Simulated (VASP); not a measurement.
Here is a VASP 6.6.1 calculation.

File INCAR:

```
SYSTEM = SnPdS4
PREC = Accurate ; ENCUT = 500
EDIFF = 1E-6 ; ISMEAR = 0
SIGMA = 0.1 ; LREAL = .False.
LASPH = .True. ; NELM = 120
ALGO = Normal ; ISIF = 2
LWAVE = .False. ; LCHARG = .True.
GGA = PE ; LELF = .True.
LVHAR = .True. ; NBANDS = 33
GGA_COMPAT = .False.
```

Contents of KPOINTS:

```
Automatic mesh
0
Gamma
  8 8 10
  0 0 0
```

Contents of POSCAR:

```
SnPdS4
1.0
    4.0846358337     -4.1048791892      0.0000000000
    4.0846358337      4.1048791892      0.0000000000
    0.0000000000      0.0000000000      3.8535967262
Sn Pd S
1 1 4
Direct
    0.0000000000      0.0000000000      0.0000000000
    0.5000000000      0.5000000000      0.5000000000
    0.7977518084      0.2022481916      0.5000000000
    0.6769214168      0.6769214168      0.0000000000
    0.3230785832      0.3230785832      0.0000000000
    0.2022481916      0.7977518084      0.5000000000
```

Potentials or basis: VASP PAW PBE potentials, release 64 (Sn_d, Pd, S).

Command:

```bash
$ cat potpaw_PBE.64/Sn_d/POTCAR potpaw_PBE.64/Pd/POTCAR potpaw_PBE.64/S/POTCAR > POTCAR
$ mpirun -np 1 vasp_std > vasp.out
```

Q: Estimate the largest force.

A: 0.024 eV/Å.

Q: What does it give for the pressure?

A: -0.2 GPa.

Forces in eV/Å, atoms in the order of the input:
```
Sn   0.000  0.000  0.000
Pd   0.000  0.000  0.000
S    0.000  0.005  0.000
S   -0.024  0.000  0.000
S    0.024  0.000  0.000
S    0.000 -0.005  0.000
```
